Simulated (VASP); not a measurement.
# Al (Pm-3m) in VASP: a series of runs

Al is run at these levels: BLYP; tasks: single point.

Everything below comes from runs of VASP 6.6.1. Logs are shortened: lines on timing, memory, paths and dates and some standing lists are left out, and cuts for length are marked.

## Step 1: The cell of the first run

The structure is cubic, space group Pm-3m (No. 221). The conventional cell has a = 2.672 Å, b = 2.672 Å, c = 2.672 Å, α = 90.00°, β = 90.00°, γ = 90.00°. Within 3.5 Å of Al (site symmetry m-3m) lie 6 Al at 2.67 Å.

## Step 2: Single point, BLYP (volume scaled by 0.88)

The input, INCAR:

```
AGGAC = 1.0
AGGAX = 1.0
ALDAC = 0.0
ALDAX = 1.0
ALGO = Normal
EDIFF = 1E-6
ENCUT = 520
GGA = B5
ISIF = 2
ISMEAR = -1
LASPH = True
LCHARG = False
LREAL = False
LWAVE = False
NBANDS = 8
NELM = 80
PREC = Accurate
SIGMA = 0.1
```

The input, KPOINTS:

```
k-points
0
Gamma
  13 13 13
```

The input, POSCAR:

```
Al
1.0
    2.6717280212      0.0000000000      0.0000000000
    0.0000000000      2.6717280212      0.0000000000
    0.0000000000      0.0000000000      2.6717280212
Al
1
Direct
    0.0000000000      0.0000000000      0.0000000000
```

Potentials or basis: VASP PAW PBE potentials, release 64 (Al).

Run with:

```console
$ cat potpaw_PBE.64/Al/POTCAR > POTCAR
$ mpirun -np 1 vasp_std > vasp.out
```

OUTCAR:

```text
EDIFF = 1E-6
   ENCUT = 520
   GGA = B5
   ISIF = 2
   ISMEAR = -1
   LASPH = True
   LREAL = False
   NELM = 80
   PREC = Accurate

 ion  position               nearest neighbor table
   1  0.000  0.000  0.000-

  LATTYP: Found a simple cubic cell.
 ALAT       =     2.6717280212

  Lattice vectors:

 A1 = (   2.6717280212,   0.0000000000,   0.0000000000)
 A2 = (   0.0000000000,   2.6717280212,   0.0000000000)
 A3 = (   0.0000000000,   0.0000000000,   2.6717280212)

Analysis of symmetry for initial positions (statically):
=====================================================================
 Subroutine PRICEL returns:
 Original cell was already a primitive cell.

 Routine SETGRP: Setting up the symmetry group for a
 simple cubic supercell.

 Subroutine GETGRP returns: Found 48 space group operations
 (whereof 48 operations were pure point group operations)
 out of a pool of 48 trial point group operations.

The static configuration has the point symmetry O_h .

Analysis of symmetry for dynamics (positions and initial velocities):
=====================================================================
 Subroutine PRICEL returns:
 Original cell was already a primitive cell.

 Routine SETGRP: Setting up the symmetry group for a
 simple cubic supercell.

 Subroutine GETGRP returns: Found 48 space group operations
 (whereof 48 operations were pure point group operations)
 out of a pool of 48 trial point group operations.

The dynamic configuration has the point symmetry O_h .

 Subroutine INISYM returns: Found 48 space group operations
 (whereof 48 operations are pure point group operations),
 and found     1 'primitive' translations

----------------------------------------------------------------------------------------

                                     Primitive cell

  volume of cell :      19.0711

  direct lattice vectors                    reciprocal lattice vectors
     2.671728021  0.000000000  0.000000000     0.374289595  0.000000000  0.000000000
     0.000000000  2.671728021  0.000000000     0.000000000  0.374289595  0.000000000
     0.000000000  0.000000000  2.671728021     0.000000000  0.000000000  0.374289595

  length of vectors
     2.671728021  2.671728021  2.671728021     0.374289595  0.374289595  0.374289595

  position of ions in fractional coordinates (direct lattice)
     0.000000000  0.000000000  0.000000000

  ion indices of the primitive-cell ions
   primitive index   ion index
                 1           1

----------------------------------------------------------------------------------------

 KPOINTS: k-points

Automatic generation of k-mesh.
 Grid dimensions read from file:
 generate k-points for:   13   13   13

 Generating k-lattice:

  Cartesian coordinates                     Fractional coordinates (reciprocal lattice)
     0.028791507  0.000000000  0.000000000     0.076923077  0.000000000  0.000000000
     0.000000000  0.028791507  0.000000000     0.000000000  0.076923077  0.000000000
     0.000000000  0.000000000  0.028791507     0.000000000  0.000000000  0.076923077

  Length of vectors
     0.028791507  0.028791507  0.028791507

  Shift w.r.t. Gamma in fractional coordinates (k-lattice)
     0.000000000  0.000000000  0.000000000

 Subroutine IBZKPT returns following result:
 ===========================================

 Found     84 irreducible k-points:

 Following reciprocal coordinates:
            Coordinates               Weight
  0.000000  0.000000  0.000000      1.000000
  0.076923  0.000000  0.000000      6.000000
  0.153846  0.000000  0.000000      6.000000
  0.230769  0.000000  0.000000      6.000000
  0.307692  0.000000  0.000000      6.000000
  0.384615  0.000000  0.000000      6.000000
[... 16 lines left out ...]
  0.307692  0.307692  0.000000     12.000000
  0.384615  0.307692  0.000000     24.000000
 [... further k-points ...]
   k-points           NKPTS =     84   k-points in BZ     NKDIM =     84   number of bands    NBANDS=      8
   number of dos      NEDOS =    301   number of ions     NIONS =      1
   total plane-waves  NPLWV =   8000
   dimension x,y,z NGX =    20 NGY =   20 NGZ =   20
   dimension x,y,z NGXF=    40 NGYF=   40 NGZF=   40
   ions per type =               1
   NGX,Y,Z   is equivalent  to a cutoff of  12.44, 12.44, 12.44 a.u.
   NGXF,Y,Z  is equivalent  to a cutoff of  24.89, 24.89, 24.89 a.u.
 SYSTEM =  unknown system
   PREC   = accura    normal or accurate (medium, high low for compatibility)
   ISTART =      0    job   : 0-new  1-cont  2-samecut
   ICHARG =      2    charge: 1-file 2-atom 10-const
   ISPIN  =      1    spin polarized calculation?
   LNONCOLLINEAR =      F non collinear calculations
   LSORBIT =      F    spin-orbit coupling
   LASPH  =      T    aspherical Exc in radial PAW
   ENCUT  =  520.0 eV  38.22 Ry    6.18 a.u.   4.97  4.97  4.97*2*pi/ulx,y,z
   NELM   =     80;   NELMIN=  2; NELMDL= -5     # of ELM steps
   EDIFF  = 0.1E-05   stopping-criterion for ELM
   LREAL  =      F    real-space projection
   EDIFFG = 0.1E-04   stopping-criterion for IOM
   NSW    =      0    number of steps for IOM
   IBRION =     -1    ionic relax: 0-MD 1-quasi-New 2-CG
   NFREE  =      0    steps in history (QN), initial steepest desc. (CG)
   ISIF   =      2    stress and relaxation
   ISYM   =      2    0-nonsym 1-usesym 2-fastsym
   POTIM  = 0.5000    time-step for ionic-motion
   TEBEG  =    0.0;   TEEND  =   0.0 temperature during run
   PSTRESS=    0.0 pullay stress
   NELECT =       3.0000    total number of electrons
   NUPDOWN=      -1.0000    fix difference up-down
   EMIN   =  10.00;   EMAX   =-10.00  energy-range for DOS
   EFERMI =   0.00;   METHOD = LEGACY
   ISMEAR =    -1;   SIGMA  =   0.10  broadening in eV -4-tet -1-fermi 0-gaus
   EFERMI_NEDOS =   21; number of points for ismear=-14 and -15
   IALGO  =     38    algorithm
   IMIX   =      4    mixing-type and parameters
     AMIX     =   0.40;   BMIX     =  1.00
     AMIX_MAG =   1.60;   BMIX_MAG =  1.00
  volume/ion in A,a.u.               =      19.07       128.70
  Fermi-wavevector in a.u.,A,eV,Ry     =   0.883737  1.670021 10.626027  0.780991
  Thomas-Fermi vector in A             =   2.004543
   LORBIT       =      0    0 simple, 1 ext, 2 COOP (PROOUT), +10 PAW based schemes
   GGA     = B5    functional components
   LHFCALC =     F    Hartree Fock is set to
   AEXX    =    0.0000 exact exchange contribution
   IVDW    =     0    specifies the selected vdW correction
   LEPSILON=     F    determine dielectric tensor
   LRPA    =     F    only Hartree local field effects (RPA)
 non-spin polarized calculation
  energy-cutoff  :      520.00
  volume of cell :       19.07
 maximum number of plane-waves:       525
 NGX is ok and might be reduce to    20
   NGX =  9   NGY =  9   NGZ =  9

 number of electron       3.0000000 magnetization

 Free energy of the ion-electron system (eV)
  ---------------------------------------------------
  ext. energy  EPLUGINS =         0.00000000
  ---------------------------------------------------
  free energy    TOTEN  =        -2.48267972 eV

  energy without entropy =       -2.46421938  energy(sigma->0) =       -2.47344955

 E-fermi :   6.6003     XC(G=0):  -9.0211

 val. band max:        6.5906578360   @ k =   0.4615   0.3846   0.3846
 cond. band min:       6.6310524699   @ k =   0.3846   0.3846   0.0769
 fundamental gap:      0.0403946340
 Fermi energy:         6.6003121774

 k-point     1 :       0.0000    0.0000    0.0000
  band No.  band energies     occupation
      1      -3.2322      2.00000
      2      14.7054      0.00000
      3      14.7054      0.00000
      4      16.0935      0.00000
      5      16.0935      0.00000
      6      16.0935      0.00000
      7      23.0179      0.00000
      8      31.2152      0.00000

 k-point     2 :       0.0769    0.0000    0.0000
  band No.  band energies     occupation
      1      -3.1113      2.00000
      2      12.9483      0.00000
      3      14.8054      0.00000
      4      16.1942      0.00000
      5      16.1942      0.00000
      6      17.6396      0.00000
      7      23.4952      0.00000
      8      30.2749      0.00000

 k-point     3 :       0.1538    0.0000    0.0000
  band No.  band energies     occupation
      1      -2.7496      2.00000
      2      10.6461      0.00000
      3      15.0995      0.00000
      4      16.4959      0.00000
      5      16.4959      0.00000
      6      19.2745      0.00000
      7      24.9288      0.00000
      8      28.4064      0.00000

 k-point     4 :       0.2308    0.0000    0.0000
  band No.  band energies     occupation
      1      -2.1502      2.00000
      2       8.4120      0.00000
      3      15.5671      0.00000
      4      16.9973      0.00000
      5      16.9973      0.00000
      6      20.5340      0.00000
      7      26.4181      0.00000
      8      26.4181      0.00000

 k-point     5 :       0.3077    0.0000    0.0000
  band No.  band energies     occupation
      1      -1.3199      2.00000
      2       6.3258      1.87927
      3      16.1604      0.00000
      4      17.6933      0.00000
      5      17.6933      0.00000
      6      21.6480      0.00000
      7      24.5411      0.00000
      8      24.5411      0.00000
[... 177 lines left out ...]
 k-point    22 :       0.4615    0.2308    0.0000
  band No.  band energies     occupation
      1       1.9649      2.00000
      2       3.8320      2.00000
      3      12.1504      0.00000
      4      14.7203      0.00000
      5      20.3283      0.00000
      6      22.3816      0.00000
      7      22.4533      0.00000
      8      25.2186      0.00000

 k-point    23 :       0.3077    0.3077    0.0000
  band No.  band energies     occupation
      1       0.5732      2.00000
      2       7.4035      0.00065
      3       8.9681      0.00000
      4      15.6705      0.00000
      5      19.2536      0.00000
      6      21.6331      0.00000
      7      25.2769      0.00000
      8      26.7353      0.00000

 k-point    24 :       0.3846    0.3077    0.0000
  band No.  band energies     occupation
      1       1.6093      2.00000
      2       6.1024      1.98633
      3       9.3313      0.00000
      4      13.9596      0.00000
      5      20.0962      0.00000
      6      22.5467      0.00000
      7      24.1646      0.00000
      8      26.8328      0.00000

 [... further k-points ...]

------------------------ aborting loop because EDIFF is reached ----------------------------------------

  FORCE on cell =-STRESS in cart. coord.  units (eV):
  Direction    XX          YY          ZZ          XY          YZ          ZX
  --------------------------------------------------------------------------------------
  -------------------------------------------------------------------------------------
  Total        0.8493679      0.8493679      0.8493679      0.0000000     -0.0000000      0.0000000
  in kB       71.3558664     71.3558664     71.3558664      0.0000000     -0.0000000      0.0000000
  external PRESSURE =      71.3558664 kB  Pullay stress =       0.0000000 kB

 VOLUME and BASIS-vectors are now :
 -----------------------------------------------------------------------------
  energy-cutoff  :      520.00
  volume of cell :       19.07
      direct lattice vectors                 reciprocal lattice vectors
     2.671728021  0.000000000  0.000000000     0.374289595  0.000000000  0.000000000
     0.000000000  2.671728021  0.000000000     0.000000000  0.374289595  0.000000000
     0.000000000  0.000000000  2.671728021     0.000000000  0.000000000  0.374289595

 POSITION                                       TOTAL-FORCE (eV/Angst)
 -----------------------------------------------------------------------------------
      0.00000      0.00000      0.00000         0.000000      0.000000      0.000000
 -----------------------------------------------------------------------------------
    total drift:                                0.000000      0.000000     -0.000000

  FREE ENERGIE OF THE ION-ELECTRON SYSTEM (eV)
  ---------------------------------------------------
  free  energy   TOTEN  =        -2.4826797196 eV

  energy  without entropy=       -2.4642193832  energy(sigma->0) =       -2.47344955
```

Run time: 7.3 s. Hardware: 1 thread of AMD EPYC 7R43 (Zen 3), shared host; peak memory 0.08 GiB.

Results:

| Property | Result |
| --- | --- |
| Free energy | -2.4827 eV |
| Pressure | 7.1 GPa |

Caveat: the cell differs from its parent crystal (volume scaled by 0.88); the PAW data sets were made with another functional, which shifts forces and pressure a little.

## Step 3: Single point, BLYP (volume scaled by 0.92)

The input, INCAR:

```
SYSTEM = Al
AGGAC = 1.0 ; AGGAX = 1.0
ALDAC = 0.0 ; ALDAX = 1.0
ALGO = Normal ; EDIFF = 1E-7
ENCUT = 520 ; GGA = B5
ISIF = 2 ; ISMEAR = -1
LASPH = .TRUE. ; LCHARG = .FALSE.
LREAL = .FALSE. ; LWAVE = .FALSE.
NBANDS = 8 ; NELM = 80
PREC = Accurate ; SIGMA = 0.1
```

The input, KPOINTS:

```
k-points
0
G
  13 13 13
  0 0 0
```

The input, POSCAR:

```
Al
1.0
    2.7116104387      0.0000000000      0.0000000000
    0.0000000000      2.7116104387      0.0000000000
    0.0000000000      0.0000000000      2.7116104387
Al
1
Direct
    0.0000000000      0.0000000000      0.0000000000
```

Potentials or basis: VASP PAW PBE potentials, release 64 (Al).

Run with:

```console
$ cat potpaw_PBE.64/Al/POTCAR > POTCAR
$ mpirun -np 1 vasp_std > vasp.out
```

Wall time 7.7 s (1 thread of AMD EPYC 7R43 (Zen 3), shared host); peak memory 0.09 GiB.

Results (log left out):

```
Free energy : -2.5130 eV
Pressure    : 4.2 GPa
```

Levels at points of the mesh, in eV from the Fermi level:
| k point | band 1 | band 2 | band 3 | band 4 |
| --- | --- | --- | --- | --- |
| (0.00, 0.00, 0.00) | -9.57 | 8.00 | 8.00 | 9.15 |

Caveat: the cell differs from its parent crystal (volume scaled by 0.92); the PAW data sets were made with another functional, which shifts forces and pressure a little.

## Step 4: Single point, BLYP

This run uses another cell than the first one, of 21.67 Å³/atom, 1.136 times its volume.

The input, INCAR:

```
PREC     = Accurate       # precision mode
ENCUT    = 520            # plane-wave cutoff, eV
EDIFF    = 1E-7           # SCF threshold, eV
ISMEAR   = -1             # smearing method
SIGMA    = 0.1            # smearing width, eV
LREAL    = False          # projectors in reciprocal space
LASPH    = True           # aspherical terms in the spheres
NELM     = 80             # most SCF steps
ALGO     = Normal         # electronic algorithm
ISIF     = 2              # what is computed and relaxed
LWAVE    = False          # write WAVECAR
LCHARG   = False          # write CHGCAR
GGA      = B5             # functional
ALDAX    = 1.0          
AGGAX    = 1.0          
AGGAC    = 1.0          
ALDAC    = 0.0          
NBANDS   = 8              # bands
```

The input, KPOINTS:

```
regular mesh
0
Gamma
  12 12 12
```

The input, POSCAR:

```
Al
1.0
    2.7880337154      0.0000000000      0.0000000000
    0.0000000000      2.7880337154      0.0000000000
    0.0000000000      0.0000000000      2.7880337154
Al
1
Direct
    0.0000000000      0.0000000000      0.0000000000
```

Run with:

```console
$ cat potpaw_PBE.64/Al/POTCAR > POTCAR
$ mpirun -np 1 vasp_std > vasp.out
```

It took 12 s on 1 thread of AMD EPYC 7R43 (Zen 3), shared host; peak memory 0.1 GiB.

Results (log left out):

| Property | Result |
| --- | --- |
| Free energy | -2.5375 eV |
| Pressure | 0.1 GPa |

Levels at points of the mesh, in eV from the Fermi level:
| k point | band 1 | band 2 | band 3 | band 4 |
| --- | --- | --- | --- | --- |
| (0.00, 0.00, 0.00) | -9.09 | 7.83 | 7.83 | 8.56 |
| (0.50, 0.00, 0.00) | -5.16 | -3.64 | 10.14 | 11.65 |
| (0.50, 0.50, 0.00) | -0.72 | -0.48 | -0.48 | 2.73 |
| (0.50, 0.50, 0.50) | 2.55 | 2.55 | 2.55 | 5.56 |

Caveat: the PAW data sets were made with another functional, which shifts forces and pressure a little.

## Step 5: The runs side by side

```tsv
cell	k mesh	gap on the mesh (eV)	pressure (GPa)
a = 2.672 Å, 1 atom	13 × 13 × 13	none	7.1
a = 2.712 Å, 1 atom	13 × 13 × 13	none	4.2
a = 2.788 Å, 1 atom	12 × 12 × 12	none	0.1
```

Alike in all rows: task single point; level BLYP; potentials or basis VASP PAW PBE potentials, release 64 (Al); no spin polarisation; cutoff (eV) 520; smearing fermi-dirac 0.1 eV.

Caveats: the PAW data sets were made with another functional, which shifts forces and pressure a little.

Absolute energies hang on the potentials; compare differences alone.
